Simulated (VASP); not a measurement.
# SiNi (Pmmn) in VASP: single point with BLYP

Aim: the single point of SiNi with BLYP.

All numbers are computed with VASP 6.6.1; they aren't measurements. Logs are shortened: lines on timing, memory, paths and dates and some standing lists are left out, and cuts for length are marked.

## 1. The cell of the first run

The structure is orthorhombic, space group Pmmn (No. 59). The conventional cell has a = 3.159 Å, b = 3.346 Å, c = 4.721 Å, α = 90.00°, β = 90.00°, γ = 90.00°. Within 3.2 Å of Ni (site symmetry mm2) lie 6 Si at 2.36 to 2.44 Å and 6 Ni at 2.77 to 3.16 Å. Si (site symmetry mm2) has 6 Ni at 2.36 to 2.44 Å and 6 Si at 2.76 to 3.16 Å within 3.2 Å.

## 2. Single point, BLYP, collinear spin, ferromagnetic start

INCAR reads:

```
  AGGAC = 1.0
  AGGAX = 1.0
  ALDAC = 0.0
  ALDAX = 1.0
  ALGO = Normal
  EDIFF = 1E-6
  ENCUT = 520
  GGA = B5
  ISIF = 2
  ISMEAR = -1
  ISPIN = 2
  LASPH = True
  LCHARG = False
  LMAXMIX = 4
  LORBIT = 11
  LREAL = False
  LWAVE = False
  MAGMOM = 1 1 0 0
  NBANDS = 26
  NELM = 150
  PREC = Accurate
  SIGMA = 0.05
```

KPOINTS reads:

```
k-points
0
Gamma
  9 8 6
```

POSCAR reads:

```
SiNi
1.0
    3.1589289328      0.0000000000      0.0000000000
    0.0000000000      3.3457269377      0.0000000000
    0.0000000000      0.0000000000      4.7205375169
Ni Si
2 2
Direct
    0.5000000000      0.5000000000      0.3372033143
    0.0000000000      0.0000000000      0.6627966857
    0.5000000000      0.5000000000      0.8380682416
    0.0000000000      0.0000000000      0.1619317584
```

Potentials or basis: VASP PAW PBE potentials, release 64 (Ni, Si).

Launch:

```
cat potpaw_PBE.64/Ni/POTCAR potpaw_PBE.64/Si/POTCAR > POTCAR
mpirun -np 1 vasp_std > vasp.out
```

OUTCAR:

```text
EDIFF = 1E-6
   ENCUT = 520
   GGA = B5
   ISIF = 2
   ISMEAR = -1
   ISPIN = 2
   LASPH = True
   LORBIT = 11
   LREAL = False
   NELM = 150
   PREC = Accurate

 ion  position               nearest neighbor table
   1  0.500  0.500  0.337-   3 2.36   3 2.36   4 2.44   4 2.44   4 2.44   4 2.44   2 2.77   2 2.77
                             2 2.77   2 2.77
   2  0.000  0.000  0.663-   4 2.36   4 2.36   3 2.44   3 2.44   3 2.44   3 2.44   1 2.77   1 2.77
                             1 2.77   1 2.77
   3  0.500  0.500  0.838-   1 2.36   1 2.36   2 2.44   2 2.44   2 2.44   2 2.44   4 2.76   4 2.76
                             4 2.76   4 2.76
   4  0.000  0.000  0.162-   2 2.36   2 2.36   1 2.44   1 2.44   1 2.44   1 2.44   3 2.76   3 2.76
                             3 2.76   3 2.76

  LATTYP: Found a simple orthorhombic cell.
 ALAT       =     3.1589289328
 B/A-ratio  =     1.0591333357
 C/A-ratio  =     1.4943474884

  Lattice vectors:

 A1 = (   3.1589289328,   0.0000000000,   0.0000000000)
 A2 = (   0.0000000000,   3.3457269377,   0.0000000000)
 A3 = (   0.0000000000,   0.0000000000,   4.7205375169)

Analysis of symmetry for initial positions (statically):
=====================================================================
 Subroutine PRICEL returns:
 Original cell was already a primitive cell.

 Routine SETGRP: Setting up the symmetry group for a
 simple orthorhombic supercell.

 Subroutine GETGRP returns: Found  8 space group operations
 (whereof  4 operations were pure point group operations)
 out of a pool of  8 trial point group operations.

The static configuration has the point symmetry C_2v.
 The point group associated with its full space group is D_2h.

Analysis of symmetry for dynamics (positions and initial velocities):
=====================================================================
 Subroutine PRICEL returns:
 Original cell was already a primitive cell.

 Routine SETGRP: Setting up the symmetry group for a
 simple orthorhombic supercell.

 Subroutine GETGRP returns: Found  8 space group operations
 (whereof  4 operations were pure point group operations)
 out of a pool of  8 trial point group operations.

The dynamic configuration has the point symmetry C_2v.
 The point group associated with its full space group is D_2h.

Analysis of structural, dynamic, and magnetic symmetry:
=====================================================================
 Subroutine PRICEL returns:
 Original cell was already a primitive cell.

 Routine SETGRP: Setting up the symmetry group for a
 simple orthorhombic supercell.

 Subroutine GETGRP returns: Found  8 space group operations
 (whereof  4 operations were pure point group operations)
 out of a pool of  8 trial point group operations.

The overall configuration has the point symmetry C_2v.
 The point group associated with its full space group is D_2h.

 Subroutine INISYM returns: Found  8 space group operations
 (whereof  4 operations are pure point group operations),
 and found     1 'primitive' translations

----------------------------------------------------------------------------------------

                                     Primitive cell

  volume of cell :      49.8910

  direct lattice vectors                    reciprocal lattice vectors
     3.158928933  0.000000000  0.000000000     0.316562994  0.000000000  0.000000000
     0.000000000  3.345726938  0.000000000     0.000000000  0.298888707  0.000000000
     0.000000000  0.000000000  4.720537517     0.000000000  0.000000000  0.211840282

  length of vectors
     3.158928933  3.345726938  4.720537517     0.316562994  0.298888707  0.211840282

  position of ions in fractional coordinates (direct lattice)
     0.500000000  0.500000000  0.337203314
     0.000000000  0.000000000  0.662796686
     0.500000000  0.500000000  0.838068242
     0.000000000  0.000000000  0.161931758

  ion indices of the primitive-cell ions
   primitive index   ion index
                 1           1
                 2           2
                 3           3
                 4           4

----------------------------------------------------------------------------------------

 KPOINTS: k-points

Automatic generation of k-mesh.
 Grid dimensions read from file:
 generate k-points for:    9    8    6

 Generating k-lattice:

  Cartesian coordinates                     Fractional coordinates (reciprocal lattice)
     0.035173666  0.000000000  0.000000000     0.111111111  0.000000000  0.000000000
     0.000000000  0.037361088  0.000000000     0.000000000  0.125000000  0.000000000
     0.000000000  0.000000000  0.035306714     0.000000000  0.000000000  0.166666667

  Length of vectors
     0.035173666  0.037361088  0.035306714

  Shift w.r.t. Gamma in fractional coordinates (k-lattice)
     0.000000000  0.000000000  0.000000000

 Subroutine IBZKPT returns following result:
 ===========================================

 Found    100 irreducible k-points:

 Following reciprocal coordinates:
            Coordinates               Weight
  0.000000  0.000000  0.000000      1.000000
  0.111111  0.000000  0.000000      2.000000
  0.222222  0.000000  0.000000      2.000000
  0.333333  0.000000  0.000000      2.000000
  0.444444  0.000000  0.000000      2.000000
  0.000000  0.125000  0.000000      2.000000
[... 16 lines left out ...]
  0.222222  0.500000  0.000000      2.000000
  0.333333  0.500000  0.000000      2.000000
 [... further k-points ...]
   k-points           NKPTS =    100   k-points in BZ     NKDIM =    100   number of bands    NBANDS=     26
   number of dos      NEDOS =    301   number of ions     NIONS =      4
   total plane-waves  NPLWV =  24192
   dimension x,y,z NGX =    24 NGY =   28 NGZ =   36
   dimension x,y,z NGXF=    48 NGYF=   56 NGZF=   72
   ions per type =               2   2
   NGX,Y,Z   is equivalent  to a cutoff of  12.63, 13.91, 12.68 a.u.
   NGXF,Y,Z  is equivalent  to a cutoff of  25.26, 27.83, 25.36 a.u.
 SYSTEM =  unknown system
   PREC   = accura    normal or accurate (medium, high low for compatibility)
   ISTART =      0    job   : 0-new  1-cont  2-samecut
   ICHARG =      2    charge: 1-file 2-atom 10-const
   ISPIN  =      2    spin polarized calculation?
   LNONCOLLINEAR =      F non collinear calculations
   LSORBIT =      F    spin-orbit coupling
   LASPH  =      T    aspherical Exc in radial PAW
   ENCUT  =  520.0 eV  38.22 Ry    6.18 a.u.   5.87  6.22  8.78*2*pi/ulx,y,z
   NELM   =    150;   NELMIN=  2; NELMDL= -5     # of ELM steps
   EDIFF  = 0.1E-05   stopping-criterion for ELM
   LREAL  =      F    real-space projection
   EDIFFG = 0.1E-04   stopping-criterion for IOM
   NSW    =      0    number of steps for IOM
   IBRION =     -1    ionic relax: 0-MD 1-quasi-New 2-CG
   NFREE  =      0    steps in history (QN), initial steepest desc. (CG)
   ISIF   =      2    stress and relaxation
   ISYM   =      2    0-nonsym 1-usesym 2-fastsym
   POTIM  = 0.5000    time-step for ionic-motion
   TEBEG  =    0.0;   TEEND  =   0.0 temperature during run
   PSTRESS=    0.0 pullay stress
   NELECT =      28.0000    total number of electrons
   NUPDOWN=      -1.0000    fix difference up-down
   EMIN   =  10.00;   EMAX   =-10.00  energy-range for DOS
   EFERMI =   0.00;   METHOD = LEGACY
   ISMEAR =    -1;   SIGMA  =   0.05  broadening in eV -4-tet -1-fermi 0-gaus
   EFERMI_NEDOS =   21; number of points for ismear=-14 and -15
   IALGO  =     38    algorithm
   IMIX   =      4    mixing-type and parameters
     AMIX     =   0.40;   BMIX     =  1.00
     AMIX_MAG =   1.60;   BMIX_MAG =  1.00
  volume/ion in A,a.u.               =      12.47        84.17
  Fermi-wavevector in a.u.,A,eV,Ry     =   1.350372  2.551834 24.810303  1.823506
  Thomas-Fermi vector in A             =   2.477882
   LORBIT       =     11    0 simple, 1 ext, 2 COOP (PROOUT), +10 PAW based schemes
   GGA     = B5    functional components
   LHFCALC =     F    Hartree Fock is set to
   AEXX    =    0.0000 exact exchange contribution
   IVDW    =     0    specifies the selected vdW correction
   LEPSILON=     F    determine dielectric tensor
   LRPA    =     F    only Hartree local field effects (RPA)
 spin polarized calculation
  energy-cutoff  :      520.00
  volume of cell :       49.89
 maximum number of plane-waves:      1364
 NGX is ok and might be reduce to    24
   NGX = 11   NGY = 13   NGZ = 17

 number of electron      27.9999998 magnetization      -0.0000531

 number of electron      27.9999998 magnetization       0.0000027

 Free energy of the ion-electron system (eV)
  ---------------------------------------------------
  ext. energy  EPLUGINS =         0.00000000
  ---------------------------------------------------
  free energy    TOTEN  =       -19.52107562 eV

  energy without entropy =      -19.51029348  energy(sigma->0) =      -19.51568455

 E-fermi :  10.6922     XC(G=0): -11.4719

 val. band max:       10.6602889018   @ k =   0.0000   0.1250   0.5000
 cond. band min:      10.7112493960   @ k =   0.2222   0.1250   0.3333
 fundamental gap:      0.0509604942
 Fermi energy:        10.6921542968

 spin component 1

 k-point     1 :       0.0000    0.0000    0.0000
  band No.  band energies     occupation
      1      -2.3515      1.00000
      2       3.0416      1.00000
      3       4.9732      1.00000
      4       7.0138      1.00000
      5       7.4710      1.00000
      6       7.8228      1.00000
[... 18 lines left out ...]
     25      23.6104      0.00000
     26      23.8486      0.00000

 k-point     2 :       0.1111    0.0000    0.0000
  band No.  band energies     occupation
      1      -2.1732      1.00000
      2       3.1538      1.00000
      3       5.1096      1.00000
      4       6.8980      1.00000
      5       7.5298      1.00000
      6       7.7486      1.00000
[... 18 lines left out ...]
     25      21.8442      0.00000
[... 608 lines left out ...]
     25      25.4931      0.00000
     26      25.4931      0.00000

 k-point    24 :       0.3333    0.5000    0.0000
  band No.  band energies     occupation
      1       1.9593      1.00000
      2       1.9593      1.00000
      3       5.6275      1.00000
      4       5.6275      1.00000
      5       7.1613      1.00000
      6       7.1613      1.00000
[... 18 lines left out ...]
     25      26.7914      0.00000
     26      26.7914      0.00000

 [... further k-points ...]

 spin component 2

 k-point     1 :       0.0000    0.0000    0.0000
  band No.  band energies     occupation
      1      -2.3515      1.00000
      2       3.0416      1.00000
      3       4.9732      1.00000
      4       7.0138      1.00000
      5       7.4710      1.00000
      6       7.8228      1.00000
[... 18 lines left out ...]
     25      23.6104      0.00000
     26      23.8486      0.00000

 k-point     2 :       0.1111    0.0000    0.0000
  band No.  band energies     occupation
      1      -2.1731      1.00000
      2       3.1539      1.00000
      3       5.1096      1.00000
      4       6.8980      1.00000
      5       7.5298      1.00000
      6       7.7486      1.00000
[... 18 lines left out ...]
     25      21.8442      0.00000
[... 608 lines left out ...]
     25      25.4931      0.00000
     26      25.4931      0.00000

 k-point    24 :       0.3333    0.5000    0.0000
  band No.  band energies     occupation
      1       1.9593      1.00000
      2       1.9593      1.00000
      3       5.6275      1.00000
      4       5.6275      1.00000
      5       7.1613      1.00000
      6       7.1613      1.00000
[... 18 lines left out ...]
     25      26.7914      0.00000
     26      26.7914      0.00000

 [... further k-points ...]

------------------------ aborting loop because EDIFF is reached ----------------------------------------

  FORCE on cell =-STRESS in cart. coord.  units (eV):
  Direction    XX          YY          ZZ          XY          YZ          ZX
  --------------------------------------------------------------------------------------
  -------------------------------------------------------------------------------------
  Total        0.1285904      0.1363169      0.2604941      0.0000000      0.0000000      0.0000000
  in kB        4.1294977      4.3776228      8.3654000      0.0000000      0.0000000      0.0000000
  external PRESSURE =       5.6241735 kB  Pullay stress =       0.0000000 kB

 VOLUME and BASIS-vectors are now :
 -----------------------------------------------------------------------------
  energy-cutoff  :      520.00
  volume of cell :       49.89
      direct lattice vectors                 reciprocal lattice vectors
     3.158928933  0.000000000  0.000000000     0.316562994  0.000000000  0.000000000
     0.000000000  3.345726938  0.000000000     0.000000000  0.298888707  0.000000000
     0.000000000  0.000000000  4.720537517     0.000000000  0.000000000  0.211840282

 POSITION                                       TOTAL-FORCE (eV/Angst)
 -----------------------------------------------------------------------------------
      1.57946      1.67286      1.59178         0.000000      0.000000      0.014813
      0.00000      0.00000      3.12876         0.000000      0.000000     -0.014813
      1.57946      1.67286      3.95613         0.000000      0.000000      0.006676
      0.00000      0.00000      0.76440         0.000000      0.000000     -0.006676
 -----------------------------------------------------------------------------------
    total drift:                                0.000000      0.000000      0.000000

  FREE ENERGIE OF THE ION-ELECTRON SYSTEM (eV)
  ---------------------------------------------------
  free  energy   TOTEN  =       -19.5210756225 eV

  energy  without entropy=      -19.5102934779  energy(sigma->0) =      -19.51568455

 total charge

# of ion       s       p       d       tot
------------------------------------------
    1        0.461   0.530   8.475   9.467
    2        0.461   0.530   8.475   9.467
    3        0.770   0.827   0.000   1.597
    4        0.770   0.827   0.000   1.597
--------------------------------------------------
tot          2.462   2.715  16.951  22.128

 magnetization (x)

# of ion       s       p       d       tot
------------------------------------------
    1       -0.000  -0.000  -0.000  -0.000
    2       -0.000  -0.000  -0.000  -0.000
    3        0.000   0.000   0.000   0.000
    4        0.000   0.000   0.000   0.000
--------------------------------------------------
tot         -0.000   0.000  -0.000  -0.000
```

Wall time 84 s (1 thread of Intel Xeon 6975P-C (Granite Rapids), shared host); peak memory 0.3 GiB.

Results:

| Item | Value |
| --- | --- |
| Free energy | -19.5211 eV |
| Pressure | 0.6 GPa |
| Largest force | 0.015 eV/Å |
| Band gap on the k mesh | zero (filled and empty bands overlap) |
| Net moment | 0.00 μB per cell |
| Valence electrons inside the program's atomic spheres | Ni 9.47; Si 1.60 |

Forces in eV/Å, atoms in the order of the input:
```
Ni   0.000  0.000  0.015
Ni   0.000  0.000 -0.015
Si   0.000  0.000  0.007
Si   0.000  0.000 -0.007
```

Levels at points of the mesh, in eV from the Fermi level:
Spin up:
```
           k point  band 11  band 12  band 13  band 14  band 15  band 16  band 17  band 18
(0.00, 0.00, 0.00)    -2.21    -1.93    -1.90    -0.89     0.31     2.58     4.96     5.19
(0.00, 0.50, 0.00)    -2.19    -2.19    -1.95    -1.95     1.23     1.23     4.05     4.05
(0.00, 0.00, 0.50)    -2.53    -1.96     1.30     1.97     2.05     2.12     2.92     3.30
(0.00, 0.50, 0.50)    -1.93    -1.93    -1.80    -1.80     4.49     4.49     5.43     5.43
```
Spin down:
```csv
k point,band 12,band 13,band 14,band 15,band 16,band 17
"(0.00, 0.00, 0.00)",-1.93,-1.90,-0.89,0.31,2.58,4.96
"(0.00, 0.50, 0.00)",-2.19,-1.95,-1.95,1.23,1.23,4.05
"(0.00, 0.00, 0.50)",-1.96,1.30,1.97,2.05,2.12,2.92
"(0.00, 0.50, 0.50)",-1.93,-1.80,-1.80,4.49,4.49,5.43
```

Caveat: the PAW data sets were made with another functional, which shifts forces and pressure a little.
